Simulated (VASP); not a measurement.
Input of a VASP 6.6.1 run:

INCAR

```
  ALGO = Normal
  EDIFF = 1E-8
  ENCUT = 520
  GGA = CA
  ISIF = 2
  ISMEAR = -1
  LASPH = True
  LCHARG = False
  LEFG = True
  LREAL = False
  LWAVE = False
  NBANDS = 26
  NELM = 80
  PREC = Accurate
  SIGMA = 0.01
```

The input KPOINTS:

```
k-points
0
Gamma
  8 8 5
```

File POSCAR:

```
ZnO
1.0
    3.2493987239      0.0000000000      0.0000000000
   -1.6246993619      2.8140618419      0.0000000000
    0.0000000000      0.0000000000      5.2038000000
Zn O
2 2
Direct
    0.3333333333      0.6666666667      0.0000000000
    0.6666666667      0.3333333333      0.5000000000
    0.3333333333      0.6666666667      0.3821000000
    0.6666666667      0.3333333333      0.8821000000
```

Potentials or basis: VASP PAW LDA potentials, release 64 (Zn, O).

Command:

```bash
$ cat potpaw_LDA.64/Zn/POTCAR potpaw_LDA.64/O/POTCAR > POTCAR
$ mpirun -np 1 vasp_std > vasp.out
```

Estimate the band gap on the k mesh.

0.74 eV, direct.

What does it give for the largest force?

0.041 eV/Å.

Predict the pressure.

-6.0 GPa.

Forces on the atoms (eV/Å):
```
Zn   0.000  0.000  0.041
Zn   0.000  0.000  0.041
O    0.000  0.000 -0.041
O    0.000  0.000 -0.041
```

Caveat: without QUAD_EFG the Cq values of the log hold for a quadrupole moment of 1 mb, not for the nuclei.
